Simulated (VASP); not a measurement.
# Br (Cmce) in VASP: a series of runs

The runs below take Br through single point, relaxation of cell and atoms, with RPBE.

Program: VASP 6.6.1. These are calculated values, not measurements. Logs are shortened: lines on timing, memory, paths and dates and some standing lists are left out, and cuts for length are marked.

## Step 1: The cell of the first run

It takes space group Cmce (No. 64, orthorhombic). The conventional cell has a = 9.749 Å, b = 4.953 Å, c = 9.168 Å, α = 90.00°, β = 90.00°, γ = 90.00°. Within 3.1 Å of Br (site symmetry m) lie 1 Br at 2.35 Å.

## Step 2: Single point, RPBE

INCAR

```
  PREC = Accurate
  ENCUT = 520
  EDIFF = 1E-6
  ISMEAR = -1
  SIGMA = 0.05
  LREAL = F
  LASPH = T
  NELM = 100
  ALGO = Normal
  ISIF = 2
  LWAVE = F
  LCHARG = F
  GGA = RP
  NBANDS = 22
```

KPOINTS

```
regular mesh
0
Gamma
  5 5 2
```

POSCAR

```
Br
1.0
    4.8744611467     -2.4766506526      0.0000000000
    4.8744611467      2.4766506526      0.0000000000
    0.0000000000      0.0000000000      9.1683644386
Br
4
Direct
    0.8834900090      0.1165099910      0.1114093721
    0.6165099910      0.3834900090      0.6114093721
    0.1165099910      0.8834900090      0.8885906279
    0.3834900090      0.6165099910      0.3885906279
```

Potentials or basis: VASP PAW PBE potentials, release 64 (Br).

Started as:

```
$ cat potpaw_PBE.64/Br/POTCAR > POTCAR
$ mpirun -np 1 vasp_std > vasp.out
```

OUTCAR:

```text
PREC = Accurate
   ENCUT = 520
   EDIFF = 1E-6
   ISMEAR = -1
   LREAL = F
   LASPH = T
   NELM = 100
   ISIF = 2
   GGA = RP

 ion  position               nearest neighbor table
   1  0.883  0.117  0.111-   3 2.35
   2  0.617  0.383  0.611-   4 2.35
   3  0.117  0.883  0.889-   1 2.35
   4  0.383  0.617  0.389-   2 2.35

  LATTYP: Found a base centered orthorhombic cell.
 ALAT       =     4.9533013052
 B/A-ratio  =     1.9681666212
 C/A-ratio  =     1.8509603744

  Lattice vectors:

 A1 = (  -4.8744611467,  -2.4766506526,   0.0000000000)
 A2 = (   4.8744611467,  -2.4766506526,   0.0000000000)
 A3 = (   0.0000000000,   0.0000000000,   9.1683644386)

Analysis of symmetry for initial positions (statically):
=====================================================================
 Subroutine PRICEL returns:
 Original cell was already a primitive cell.

 Routine SETGRP: Setting up the symmetry group for a
 base centered orthorhombic supercell.

 Subroutine GETGRP returns: Found  8 space group operations
 (whereof  4 operations were pure point group operations)
 out of a pool of  8 trial point group operations.

The static configuration has the point symmetry C_2h.
 The point group associated with its full space group is D_2h.

Analysis of symmetry for dynamics (positions and initial velocities):
=====================================================================
 Subroutine PRICEL returns:
 Original cell was already a primitive cell.

 Routine SETGRP: Setting up the symmetry group for a
 base centered orthorhombic supercell.

 Subroutine GETGRP returns: Found  8 space group operations
 (whereof  4 operations were pure point group operations)
 out of a pool of  8 trial point group operations.

The dynamic configuration has the point symmetry C_2h.
 The point group associated with its full space group is D_2h.

 Subroutine INISYM returns: Found  8 space group operations
 (whereof  4 operations are pure point group operations),
 and found     1 'primitive' translations

----------------------------------------------------------------------------------------

                                     Primitive cell

  volume of cell :     221.3672

  direct lattice vectors                    reciprocal lattice vectors
     4.874461147 -2.476650653  0.000000000     0.102575441 -0.201885558  0.000000000
     4.874461147  2.476650653  0.000000000     0.102575441  0.201885558  0.000000000
     0.000000000  0.000000000  9.168364439     0.000000000  0.000000000  0.109070708

  length of vectors
     5.467556120  5.467556120  9.168364439     0.226449773  0.226449773  0.109070708

  position of ions in fractional coordinates (direct lattice)
     0.883490009  0.116509991  0.111409372
     0.616509991  0.383490009  0.611409372
     0.116509991  0.883490009  0.888590628
     0.383490009  0.616509991  0.388590628

  ion indices of the primitive-cell ions
   primitive index   ion index
                 1           1
                 2           2
                 3           3
                 4           4

----------------------------------------------------------------------------------------

 KPOINTS: regular mesh

Automatic generation of k-mesh.
 Grid dimensions read from file:
 generate k-points for:    5    5    2

 Generating k-lattice:

  Cartesian coordinates                     Fractional coordinates (reciprocal lattice)
     0.020515088 -0.040377112  0.000000000     0.200000000 -0.000000000  0.000000000
     0.020515088  0.040377112  0.000000000    -0.000000000  0.200000000  0.000000000
     0.000000000  0.000000000  0.054535354     0.000000000  0.000000000  0.500000000

  Length of vectors
     0.045289955  0.045289955  0.054535354

  Shift w.r.t. Gamma in fractional coordinates (k-lattice)
     0.000000000  0.000000000  0.000000000

 Subroutine IBZKPT returns following result:
 ===========================================

 Found     18 irreducible k-points:

 Following reciprocal coordinates:
            Coordinates               Weight
  0.000000  0.000000  0.000000      1.000000
  0.200000  0.000000  0.000000      4.000000
  0.400000  0.000000  0.000000      4.000000
  0.200000  0.200000  0.000000      2.000000
  0.400000  0.200000  0.000000      4.000000
 -0.400000  0.200000  0.000000      4.000000
[... 10 lines left out ...]
  0.400000  0.400000  0.500000      2.000000
 -0.400000  0.400000  0.500000      2.000000
   k-points           NKPTS =     18   k-points in BZ     NKDIM =     18   number of bands    NBANDS=     22
   number of dos      NEDOS =    301   number of ions     NIONS =      4
   total plane-waves  NPLWV = 123480
   dimension x,y,z NGX =    42 NGY =   42 NGZ =   70
   dimension x,y,z NGXF=    84 NGYF=   84 NGZF=  140
   ions per type =               4
   NGX,Y,Z   is equivalent  to a cutoff of  12.77, 12.77, 12.69 a.u.
   NGXF,Y,Z  is equivalent  to a cutoff of  25.54, 25.54, 25.39 a.u.
 SYSTEM =  unknown system
   PREC   = accura    normal or accurate (medium, high low for compatibility)
   ISTART =      0    job   : 0-new  1-cont  2-samecut
   ICHARG =      2    charge: 1-file 2-atom 10-const
   ISPIN  =      1    spin polarized calculation?
   LNONCOLLINEAR =      F non collinear calculations
   LSORBIT =      F    spin-orbit coupling
   LASPH  =      T    aspherical Exc in radial PAW
   ENCUT  =  520.0 eV  38.22 Ry    6.18 a.u.  10.17 10.17 17.05*2*pi/ulx,y,z
   NELM   =    100;   NELMIN=  2; NELMDL= -5     # of ELM steps
   EDIFF  = 0.1E-05   stopping-criterion for ELM
   LREAL  =      F    real-space projection
   EDIFFG = 0.1E-04   stopping-criterion for IOM
   NSW    =      0    number of steps for IOM
   IBRION =     -1    ionic relax: 0-MD 1-quasi-New 2-CG
   NFREE  =      0    steps in history (QN), initial steepest desc. (CG)
   ISIF   =      2    stress and relaxation
   ISYM   =      2    0-nonsym 1-usesym 2-fastsym
   POTIM  = 0.5000    time-step for ionic-motion
   TEBEG  =    0.0;   TEEND  =   0.0 temperature during run
   PSTRESS=    0.0 pullay stress
   NELECT =      28.0000    total number of electrons
   NUPDOWN=      -1.0000    fix difference up-down
   EMIN   =  10.00;   EMAX   =-10.00  energy-range for DOS
   EFERMI =   0.00;   METHOD = LEGACY
   ISMEAR =    -1;   SIGMA  =   0.05  broadening in eV -4-tet -1-fermi 0-gaus
   EFERMI_NEDOS =   21; number of points for ismear=-14 and -15
   IALGO  =     38    algorithm
   IMIX   =      4    mixing-type and parameters
     AMIX     =   0.40;   BMIX     =  1.00
     AMIX_MAG =   1.60;   BMIX_MAG =  1.00
  volume/ion in A,a.u.               =      55.34       373.46
  Fermi-wavevector in a.u.,A,eV,Ry     =   0.821782  1.552942  9.188355  0.675325
  Thomas-Fermi vector in A             =   1.933001
   LORBIT       =      0    0 simple, 1 ext, 2 COOP (PROOUT), +10 PAW based schemes
   GGA     = RP    functional components
   LHFCALC =     F    Hartree Fock is set to
   AEXX    =    0.0000 exact exchange contribution
   IVDW    =     0    specifies the selected vdW correction
   LEPSILON=     F    determine dielectric tensor
   LRPA    =     F    only Hartree local field effects (RPA)
 non-spin polarized calculation
  energy-cutoff  :      520.00
  volume of cell :      221.37
 maximum number of plane-waves:      5976
 NGX is ok and might be reduce to    42
   NGX = 21   NGY = 21   NGZ = 35

 number of electron      27.9999999 magnetization

 Free energy of the ion-electron system (eV)
  ---------------------------------------------------
  ext. energy  EPLUGINS =         0.00000000
  ---------------------------------------------------
  free energy    TOTEN  =        -5.87363616 eV

  energy without entropy =       -5.87363614  energy(sigma->0) =       -5.87363615

 E-fermi :  -2.0223     XC(G=0):  -5.6553

 val. band max:       -2.8954735657   @ k =   0.4000   0.4000   0.0000
 cond. band min:      -1.1889875040   @ k =   0.0000   0.0000   0.0000
 fundamental gap:      1.7064860617
 Fermi energy:        -2.0223073779

 k-point     1 :       0.0000    0.0000    0.0000
  band No.  band energies     occupation
      1     -18.1639      2.00000
      2     -17.9775      2.00000
      3     -15.6930      2.00000
      4     -15.3202      2.00000
      5      -7.2805      2.00000
      6      -6.6665      2.00000
[... 14 lines left out ...]
     21       6.1441      0.00000
     22       6.4427      0.00000

 k-point     2 :       0.2000    0.0000    0.0000
  band No.  band energies     occupation
      1     -18.1377      2.00000
      2     -17.9862      2.00000
      3     -15.6628      2.00000
      4     -15.3624      2.00000
      5      -7.2679      2.00000
      6      -6.7765      2.00000
[... 14 lines left out ...]
     21       5.7727      0.00000
     22       6.1526      0.00000

 k-point     3 :       0.4000    0.0000    0.0000
  band No.  band energies     occupation
      1     -18.0768      2.00000
      2     -18.0185      2.00000
      3     -15.5793      2.00000
      4     -15.4654      2.00000
      5      -7.1987      2.00000
      6      -7.0161      2.00000
[... 14 lines left out ...]
     21       5.9477      0.00000
     22       6.4531      0.00000

 k-point     4 :       0.2000    0.2000    0.0000
  band No.  band energies     occupation
      1     -18.1612      2.00000
      2     -17.9759      2.00000
      3     -15.6906      2.00000
      4     -15.3203      2.00000
      5      -7.2754      2.00000
      6      -6.6700      2.00000
[... 14 lines left out ...]
     21       5.7722      0.00000
     22       5.9898      0.00000

 k-point     5 :       0.4000    0.2000    0.0000
  band No.  band energies     occupation
      1     -18.1340      2.00000
      2     -17.9843      2.00000
      3     -15.6592      2.00000
      4     -15.3629      2.00000
      5      -7.2598      2.00000
      6      -6.7828      2.00000
[... 14 lines left out ...]
     21       5.7529      0.00000
     22       5.9769      0.00000

 k-point     6 :      -0.4000    0.2000    0.0000
  band No.  band energies     occupation
      1     -18.0747      2.00000
      2     -18.0184      2.00000
      3     -15.5767      2.00000
      4     -15.4668      2.00000
      5      -7.1907      2.00000
      6      -7.0234      2.00000
[... 14 lines left out ...]
     21       6.0969      0.00000
     22       6.3270      0.00000

 k-point     7 :      -0.2000    0.2000    0.0000
  band No.  band energies     occupation
      1     -18.0780      2.00000
      2     -18.0186      2.00000
      3     -15.5810      2.00000
      4     -15.4645      2.00000
      5      -7.2034      2.00000
      6      -7.0113      2.00000
[... 174 lines left out ...]
      6      -7.0275      2.00000
[... 14 lines left out ...]
     21       6.0879      0.00000
     22       6.0879      0.00000

 k-point    15 :      -0.4000    0.2000    0.5000
  band No.  band energies     occupation
      1     -18.0470      2.00000
      2     -18.0470      2.00000
      3     -15.5218      2.00000
      4     -15.5218      2.00000
      5      -7.0523      2.00000
      6      -7.0523      2.00000
[... 14 lines left out ...]
     21       6.1737      0.00000
     22       6.1737      0.00000

 k-point    16 :      -0.2000    0.2000    0.5000
  band No.  band energies     occupation
      1     -18.0488      2.00000
      2     -18.0488      2.00000
      3     -15.5227      2.00000
      4     -15.5227      2.00000
      5      -7.0536      2.00000
      6      -7.0536      2.00000
[... 14 lines left out ...]
     21       6.5364      0.00000
     22       6.5393      0.00000

 k-point    17 :       0.4000    0.4000    0.5000
  band No.  band energies     occupation
      1     -18.0705      2.00000
      2     -18.0705      2.00000
      3     -15.5001      2.00000
      4     -15.5001      2.00000
      5      -7.0051      2.00000
      6      -7.0051      2.00000
[... 14 lines left out ...]
     21       6.2724      0.00000
     22       6.2728      0.00000

 k-point    18 :      -0.4000    0.4000    0.5000
  band No.  band energies     occupation
      1     -18.0609      2.00000
      2     -18.0609      2.00000
      3     -15.5079      2.00000
      4     -15.5079      2.00000
      5      -7.0262      2.00000
      6      -7.0262      2.00000
[... 14 lines left out ...]
     21       6.2226      0.00000
     22       6.2226      0.00000

------------------------ aborting loop because EDIFF is reached ----------------------------------------

  FORCE on cell =-STRESS in cart. coord.  units (eV):
  Direction    XX          YY          ZZ          XY          YZ          ZX
  --------------------------------------------------------------------------------------
  -------------------------------------------------------------------------------------
  Total       -0.0168966     -0.0058856      0.0162800      0.0000000      0.0000000      0.0000000
  in kB       -0.1222914     -0.0425975      0.1178291      0.0000000      0.0000000      0.0000000
  external PRESSURE =      -0.0156866 kB  Pullay stress =       0.0000000 kB

 VOLUME and BASIS-vectors are now :
 -----------------------------------------------------------------------------
  energy-cutoff  :      520.00
  volume of cell :      221.37
      direct lattice vectors                 reciprocal lattice vectors
     4.874461147 -2.476650653  0.000000000     0.102575441 -0.201885558  0.000000000
     4.874461147  2.476650653  0.000000000     0.102575441  0.201885558  0.000000000
     0.000000000  0.000000000  9.168364439     0.000000000  0.000000000  0.109070708

 POSITION                                       TOTAL-FORCE (eV/Angst)
 -----------------------------------------------------------------------------------
      4.87446     -1.89954      1.02144         0.000000      0.002901      0.003447
      4.87446     -0.57711      5.60562         0.000000     -0.002901      0.003447
      4.87446      1.89954      8.14692         0.000000     -0.002901     -0.003447
      4.87446      0.57711      3.56274         0.000000      0.002901     -0.003447
 -----------------------------------------------------------------------------------
    total drift:                                0.000000     -0.000000     -0.000000

  FREE ENERGIE OF THE ION-ELECTRON SYSTEM (eV)
  ---------------------------------------------------
  free  energy   TOTEN  =        -5.8736361580 eV

  energy  without entropy=       -5.8736361375  energy(sigma->0) =       -5.87363615
```

Run time: 44 s. Hardware: 1 thread of Intel Xeon 6975P-C (Granite Rapids), shared host; peak memory 0.33 GiB.

Results:

- Free energy: -5.8736 eV
- Pressure: 0.0 GPa
- Largest force: 0.005 eV/Å
- Band gap on the k mesh: 1.71 eV

Forces on the atoms (eV/Å):
```
Br   0.000  0.003  0.003
Br   0.000 -0.003  0.003
Br   0.000 -0.003 -0.003
Br   0.000  0.003 -0.003
```

Caveat: this functional lacks dispersion, which holds the molecules together, so the pressure and a relaxed volume are unreliable; the PAW data sets were made with another functional, which shifts forces and pressure a little; an odd mesh through Γ misses points on the zone boundary, where band edges can lie.

(Part 1 of 2 ends here.)
